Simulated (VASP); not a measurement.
# ScAl7N8 (Cm) in VASP: single point with r2SCAN

Aim: the single point of ScAl7N8 with r2SCAN.

Program: VASP 6.6.1. These are calculated values, not measurements. Logs are shortened: lines on timing, memory, paths and dates and some standing lists are left out, and cuts for length are marked.

## 1. The cell of the first run

The structure is monoclinic, space group Cm (No. 8). Conventional cell: a = 10.037 Å, b = 6.321 Å, c = 7.425 Å, α = 90.00°, β = 132.42°, γ = 90.00°. Within 2.4 Å of Sc (site symmetry m) lie 3 N at 1.83 Å. Al (site symmetry 1) has 3 N at 1.83 Å within 2.4 Å. Within 2.4 Å of Al (site symmetry m) lie 3 N at 1.83 Å. Al (site symmetry 1) has 3 N at 1.83 Å within 2.4 Å. Al (site symmetry m) has 3 N at 1.83 Å within 2.4 Å. Within 2.4 Å of Al (site symmetry m) lie 3 N at 1.83 Å. N (site symmetry m) has 3 Al at 1.83 Å within 2.4 Å. Within 2.4 Å of N (site symmetry m) lie 3 Al at 1.83 Å.

## 2. Single point, r2SCAN (atoms moved along the polar distortion)

Input file POSCAR:

```
ScAl7N8
1.0
    3.1604103708     -0.0042289037      5.0183057398
    3.1604103708      0.0042289037     -5.0183057398
   -3.1604103708      5.4814893108     -0.0046206973
Sc Al N
1 7 8
Direct
    0.1371666700      0.1961666700      0.3333333300
    0.1371666700      0.1961666700      0.8333333300
    0.6371666700      0.6961666700      0.3333333300
    0.6371666700      0.6961666700      0.8333333300
    0.0538333300      0.6128333300      0.1666666700
    0.5538333300      0.1128333300      0.1666666700
    0.0538333300      0.6128333300      0.6666666700
    0.5538333300      0.1128333300      0.6666666700
    0.3871666700      0.9461666700      0.3333333300
    0.8871666700      0.4461666700      0.3333333300
    0.3871666700      0.9461666700      0.8333333300
    0.8871666700      0.4461666700      0.8333333300
    0.3038333300      0.3628333300      0.1666666700
    0.3038333300      0.3628333300      0.6666666700
    0.8038333300      0.8628333300      0.1666666700
    0.8038333300      0.8628333300      0.6666666700
```

Input file INCAR.step1:

```
SYSTEM = ScAl7N8
PREC = Accurate ; ENCUT = 520
ISMEAR = 0 ; SIGMA = 0.01
LREAL = Auto ; LASPH = .TRUE.
NELM = 60 ; NBANDS = 50
GGA = PE ; ALGO = Normal
EDIFF = 1E-4 ; LWAVE = .TRUE.
LCHARG = .FALSE.
```

Input file INCAR.step2:

```
SYSTEM = ScAl7N8
PREC = Accurate ; ENCUT = 520
EDIFF = 1E-6 ; ISMEAR = 0
SIGMA = 0.01 ; LREAL = Auto
LASPH = .TRUE. ; NELM = 60
ALGO = Normal ; ISIF = 2
LWAVE = .FALSE. ; LCHARG = .TRUE.
METAGGA = R2SCAN ; LMIXTAU = .TRUE.
LELF = .TRUE. ; LVHAR = .TRUE.
NBANDS = 50 ; ISTART = 1
```

Input file KPOINTS:

```
regular mesh
0
G
  6 6 6
  0 0 0
```

Potentials or basis: VASP PAW PBE potentials, release 64 (Sc_sv, Al, N).

The run is started by

```
$ cat potpaw_PBE.64/Sc_sv/POTCAR potpaw_PBE.64/Al/POTCAR potpaw_PBE.64/N/POTCAR > POTCAR
$ cp INCAR.step1 INCAR
$ mpirun -np 1 vasp_std > vasp.out
$ cp INCAR.step2 INCAR
$ mpirun -np 1 vasp_std > vasp.out
```

OUTCAR:

```text
SYSTEM = ScAl7N8
   PREC = Accurate
   ENCUT = 520
   EDIFF = 1E-6
   ISMEAR = 0
   LREAL = Auto
   LASPH = .TRUE.
   NELM = 60
   ISIF = 2
   METAGGA = R2SCAN
   ISTART = 1

 ion  position               nearest neighbor table
   1  0.137  0.196  0.333-  13 1.83  15 1.83  14 1.83  10 2.51   9 2.51   8 3.10   5 3.10   6 3.10
                             6 3.10   5 3.10   7 3.11   3 3.16   3 3.16   4 3.16   2 3.16   2 3.16
   2  0.137  0.196  0.833-  14 1.83  16 1.83  13 1.83  12 2.51  11 2.51   6 3.10   7 3.10   8 3.10
                             8 3.10   7 3.10   5 3.11   4 3.16   4 3.16   1 3.16   3 3.16   1 3.16
   3  0.637  0.696  0.333-  15 1.83  13 1.83  16 1.83  10 2.51   9 2.51   7 3.10   6 3.10   5 3.10
                             5 3.10   6 3.10   8 3.11   1 3.16   1 3.16   4 3.16   2 3.16   4 3.16
   4  0.637  0.696  0.833-  16 1.83  14 1.83  15 1.83  12 2.51  11 2.51   5 3.10   8 3.10   7 3.10
                             7 3.10   8 3.10   6 3.11   2 3.16   2 3.16   3 3.16   1 3.16   3 3.16
   5  0.054  0.613  0.167-  10 1.83   9 1.83  12 1.83  13 2.51  15 2.51   4 3.10   1 3.10   3 3.10
                             3 3.10   1 3.10   2 3.11   6 3.16   6 3.16   7 3.16   7 3.16   8 3.16
   6  0.554  0.113  0.167-   9 1.83  10 1.83  11 1.83  13 2.51  15 2.51   2 3.10   3 3.10   1 3.10
                             1 3.10   3 3.10   4 3.11   5 3.16   5 3.16   7 3.16   8 3.16   8 3.16
   7  0.054  0.613  0.667-  12 1.83  11 1.83  10 1.83  14 2.51  16 2.51   3 3.10   2 3.10   4 3.10
                             4 3.10   2 3.10   1 3.11   8 3.16   8 3.16   6 3.16   5 3.16   5 3.16
   8  0.554  0.113  0.667-  11 1.83  12 1.83   9 1.83  14 2.51  16 2.51   1 3.10   4 3.10   2 3.10
                             2 3.10   4 3.10   3 3.11   7 3.16   7 3.16   6 3.16   6 3.16   5 3.16
   9  0.387  0.946  0.333-   6 1.83   5 1.83   8 1.83   3 2.51   1 2.51
  10  0.887  0.446  0.333-   5 1.83   6 1.83   7 1.83   3 2.51   1 2.51
  11  0.387  0.946  0.833-   8 1.83   7 1.83   6 1.83   4 2.51   2 2.51
  12  0.887  0.446  0.833-   7 1.83   8 1.83   5 1.83   4 2.51   2 2.51
  13  0.304  0.363  0.167-   1 1.83   3 1.83   2 1.83   5 2.51   6 2.51
  14  0.304  0.363  0.667-   2 1.83   4 1.83   1 1.83   7 2.51   8 2.51
  15  0.804  0.863  0.167-   3 1.83   1 1.83   4 1.83   5 2.51   6 2.51
  16  0.804  0.863  0.667-   4 1.83   2 1.83   3 1.83   7 2.51   8 2.51

  LATTYP: Found a base centered monoclinic cell.
 ALAT       =    10.0366150433
 B/A-ratio  =     0.6297761461
 C/A-ratio  =     0.7398368355
 COS(beta)  =    -0.6745803329

  Lattice vectors:

 A1 = (   3.1604103708,   0.0042289037,  -5.0183057398)
 A2 = (  -3.1604103708,   0.0042289037,  -5.0183057398)
 A3 = (   0.0000000000,   5.4772604071,   5.0136850425)

Analysis of symmetry for initial positions (statically):
=====================================================================
 Subroutine PRICEL returns:
 Original cell was already a primitive cell.

 Routine SETGRP: Setting up the symmetry group for a
 base centered monoclinic supercell.

 Subroutine GETGRP returns: Found  2 space group operations
 (whereof  2 operations were pure point group operations)
 out of a pool of  4 trial point group operations.

The static configuration has the point symmetry C_1h.

Analysis of symmetry for dynamics (positions and initial velocities):
=====================================================================
 Subroutine PRICEL returns:
 Original cell was already a primitive cell.

 Routine SETGRP: Setting up the symmetry group for a
 base centered monoclinic supercell.

 Subroutine GETGRP returns: Found  2 space group operations
 (whereof  2 operations were pure point group operations)
 out of a pool of  4 trial point group operations.

The dynamic configuration has the point symmetry C_1h.

 Subroutine INISYM returns: Found  2 space group operations
 (whereof  2 operations are pure point group operations),
 and found     1 'primitive' translations

----------------------------------------------------------------------------------------

                                     Primitive cell

  volume of cell :     173.8717

  direct lattice vectors                    reciprocal lattice vectors
     3.160410371 -0.004228904  5.018305740     0.158207303  0.091300140  0.099712159
     3.160410371  0.004228904 -5.018305740     0.158207303  0.091132162 -0.099558424
    -3.160410371  5.481489311 -0.004620697     0.000000000  0.182432301  0.000153735

  length of vectors
     5.930565242  5.930565242  6.327316977     0.208105216  0.207957932  0.182432366

  position of ions in fractional coordinates (direct lattice)
     0.137166670  0.196166670  0.333333330
     0.137166670  0.196166670  0.833333330
[... 46 lines left out ...]
     0.026367884  0.015188694 -0.016593071    -0.000000000  0.166666667  0.000000000
     0.000000000  0.030405384  0.000025622     0.000000000  0.000000000  0.166666667

  Length of vectors
     0.034684203  0.034659655  0.030405394

  Shift w.r.t. Gamma in fractional coordinates (k-lattice)
     0.000000000  0.000000000  0.000000000

 Subroutine IBZKPT returns following result:
 ===========================================

 Found     68 irreducible k-points:

 Following reciprocal coordinates:
            Coordinates               Weight
  0.000000  0.000000  0.000000      1.000000
  0.166667  0.000000  0.000000      4.000000
  0.333333  0.000000  0.000000      4.000000
  0.500000  0.000000  0.000000      2.000000
  0.000000  0.166667  0.000000      4.000000
  0.166667  0.166667  0.000000      4.000000
[... 16 lines left out ...]
  0.333333  0.000000  0.166667      4.000000
  0.500000  0.000000  0.166667      4.000000
 [... further k-points ...]
   k-points           NKPTS =     68   k-points in BZ     NKDIM =     68   number of bands    NBANDS=     50
   number of dos      NEDOS =    301   number of ions     NIONS =     16
   total plane-waves  NPLWV = 110592
   dimension x,y,z NGX =    48 NGY =   48 NGZ =   48
   dimension x,y,z NGXF=    96 NGYF=   96 NGZF=   96
   ions per type =               1   7   8
   NGX,Y,Z   is equivalent  to a cutoff of  13.46, 13.46, 12.61 a.u.
   NGXF,Y,Z  is equivalent  to a cutoff of  26.91, 26.91, 25.22 a.u.
 SYSTEM =  ScAl7N8
   PREC   = accura    normal or accurate (medium, high low for compatibility)
   ISTART =      1    job   : 0-new  1-cont  2-samecut
   ICHARG =      0    charge: 1-file 2-atom 10-const
   ISPIN  =      1    spin polarized calculation?
   LNONCOLLINEAR =      F non collinear calculations
   LSORBIT =      F    spin-orbit coupling
   LASPH  =      T    aspherical Exc in radial PAW
   ENCUT  =  520.0 eV  38.22 Ry    6.18 a.u.  11.03 11.03 11.76*2*pi/ulx,y,z
   NELM   =     60;   NELMIN=  2; NELMDL=  0     # of ELM steps
   EDIFF  = 0.1E-05   stopping-criterion for ELM
   LREAL  =      T    real-space projection
   EDIFFG = 0.1E-04   stopping-criterion for IOM
   NSW    =      0    number of steps for IOM
   IBRION =     -1    ionic relax: 0-MD 1-quasi-New 2-CG
   NFREE  =      0    steps in history (QN), initial steepest desc. (CG)
   ISIF   =      2    stress and relaxation
   ISYM   =      2    0-nonsym 1-usesym 2-fastsym
   POTIM  = 0.5000    time-step for ionic-motion
   TEBEG  =    0.0;   TEEND  =   0.0 temperature during run
   PSTRESS=    0.0 pullay stress
   NELECT =      72.0000    total number of electrons
   NUPDOWN=      -1.0000    fix difference up-down
   EMIN   =  10.00;   EMAX   =-10.00  energy-range for DOS
   EFERMI =   0.00;   METHOD = LEGACY
   ISMEAR =     0;   SIGMA  =   0.01  broadening in eV -4-tet -1-fermi 0-gaus
   EFERMI_NEDOS =   21; number of points for ismear=-14 and -15
   IALGO  =     38    algorithm
   IMIX   =      4    mixing-type and parameters
     AMIX     =   0.40;   BMIX     =  1.00
     AMIX_MAG =   1.60;   BMIX_MAG =  1.00
  volume/ion in A,a.u.               =      10.87        73.33
  Fermi-wavevector in a.u.,A,eV,Ry     =   1.220233  2.305906 20.258642  1.488968
  Thomas-Fermi vector in A             =   2.355457
   LORBIT       =      0    0 simple, 1 ext, 2 COOP (PROOUT), +10 PAW based schemes
   METAGGA = R2SCAN    functional components
   LHFCALC =     F    Hartree Fock is set to
   AEXX    =    0.0000 exact exchange contribution
   IVDW    =     0    specifies the selected vdW correction
   LEPSILON=     F    determine dielectric tensor
   LRPA    =     F    only Hartree local field effects (RPA)
 non-spin polarized calculation
 Gauss-broadening in eV      SIGMA  =   0.01
  energy-cutoff  :      520.00
  volume of cell :      173.87
 maximum number of plane-waves:      4718
 NGX is ok and might be reduce to    48
   NGX = 23   NGY = 23   NGZ = 23

 number of electron      72.0000007 magnetization

 Free energy of the ion-electron system (eV)
  ---------------------------------------------------
  ext. energy  EPLUGINS =         0.00000000
  ---------------------------------------------------
  free energy    TOTEN  =      -153.13319067 eV

  energy without entropy =     -153.13319067  energy(sigma->0) =     -153.13319067

 E-fermi :   6.7634     XC(G=0): -11.4039

 val. band max:        6.6203109012   @ k =   0.0000   0.0000   0.0000
 cond. band min:       9.5469244225   @ k =   0.0000   0.0000   0.0000
 fundamental gap:      2.9266135213
 Fermi energy:         6.7633927831

 k-point     1 :       0.0000    0.0000    0.0000
  band No.  band energies     occupation
      1     -41.8329      2.00000
      2     -20.1149      2.00000
      3     -20.1098      2.00000
      4     -19.6699      2.00000
      5     -10.2404      2.00000
      6      -8.5859      2.00000
[... 1213 lines left out ...]
     47      14.0048      0.00000
     48      14.4919      0.00000

 [... further k-points ...]

 [bands above 48 left out]

------------------------ aborting loop because EDIFF is reached ----------------------------------------

  FORCE on cell =-STRESS in cart. coord.  units (eV):
  Direction    XX          YY          ZZ          XY          YZ          ZX
  --------------------------------------------------------------------------------------
  -------------------------------------------------------------------------------------
  Total       22.1966139     21.5210973    -14.3781189      0.0000000      0.2109628      0.0000000
  in kB      204.5353866    198.3106960   -132.4902129      0.0000000      1.9439614      0.0000000
  external PRESSURE =      90.1186232 kB  Pullay stress =       0.0000000 kB

 VOLUME and BASIS-vectors are now :
 -----------------------------------------------------------------------------
  energy-cutoff  :      520.00
  volume of cell :      173.87
      direct lattice vectors                 reciprocal lattice vectors
     3.160410371 -0.004228904  5.018305740     0.158207303  0.091300140  0.099712159
     3.160410371  0.004228904 -5.018305740     0.158207303  0.091132162 -0.099558424
    -3.160410371  5.481489311 -0.004620697     0.000000000  0.182432301  0.000153735

 POSITION                                       TOTAL-FORCE (eV/Angst)
 -----------------------------------------------------------------------------------
      0.00000      1.82741     -0.29762        -0.000000      0.080864     -0.001641
     -1.58021      4.56816     -0.29993         0.403640      0.237732      0.002199
      3.16041      1.82741     -0.29762        -0.000000     -0.427245      0.002384
      1.58021      4.56816     -0.29993        -0.403640      0.237732      0.002199
      1.58021      0.91595     -2.80600         0.000821     -0.152457      0.001382
      1.58021      0.91172      2.21230        -0.000821     -0.152457      0.001382
[... 8 lines left out ...]
      4.74062      0.91383     -0.29685        -4.636377     -2.688144      0.000150
      3.16041      3.65458     -0.29916        -0.000000     -0.050033     -0.002243
 -----------------------------------------------------------------------------------
    total drift:                               -0.000040     -0.005297      0.037224

  FREE ENERGIE OF THE ION-ELECTRON SYSTEM (eV)
  ---------------------------------------------------
  free  energy   TOTEN  =      -153.1331906670 eV

  energy  without entropy=     -153.1331906670  energy(sigma->0) =     -153.13319067
```

Run time: 28 min. Hardware: 1 thread of Intel Xeon 6975P-C (Granite Rapids), shared host; peak memory 0.59 GiB.

What came out:

| Property | Result |
| --- | --- |
| Free energy | -153.1332 eV |
| Pressure | 9.0 GPa |
| Largest force | 5.359 eV/Å |
| Band gap on the k mesh | 2.93 eV |

Forces in eV/Å, atoms in the order of the input:
```
Sc   0.000  0.081 -0.002
Al   0.404  0.238  0.002
Al   0.000 -0.427  0.002
Al  -0.404  0.238  0.002
Al   0.001 -0.152  0.001
Al  -0.001 -0.152  0.001
Al   0.000  0.107 -0.038
Al   0.000  0.108  0.046
N    0.000  0.036  0.033
N    0.000  0.037 -0.036
N    0.000  0.016 -0.002
N    0.000  0.016 -0.002
N    4.636 -2.688  0.000
N    0.000  5.282 -0.006
N   -4.636 -2.688  0.000
N    0.000 -0.050 -0.002
```

Levels at points of the mesh, in eV from the valence-band top:
```tsv
k point	band 32	band 33	band 34	band 35	band 36	band 37	band 38	band 39	band 40	band 41
(0.00, 0.00, 0.00)	-2.18	-1.99	-1.69	-1.33	0.00	2.93	4.17	4.53	4.73	4.83
(0.50, 0.00, 0.00)	-1.78	-1.55	-1.31	-1.28	-1.14	4.41	5.01	5.10	5.33	5.67
(0.00, 0.50, 0.00)	-1.79	-1.56	-1.30	-1.28	-1.13	4.41	5.01	5.10	5.33	5.67
(0.50, 0.50, 0.00)	-2.34	-2.19	-2.06	-1.70	-1.42	4.47	4.58	5.12	5.21	5.39
(0.00, 0.00, 0.50)	-1.75	-1.66	-1.27	-0.80	-0.66	4.55	5.08	5.18	5.26	5.35
(0.50, 0.50, 0.50)	-2.23	-2.06	-2.05	-1.76	-1.33	4.35	4.82	5.15	5.97	5.98
```

Caveat: the cell differs from its parent crystal (atoms moved along the polar distortion); the stress differs along the axes, from -13 to 20 GPa; the PAW data sets were made with another functional, which shifts forces and pressure a little. A k mesh can miss the band edges.
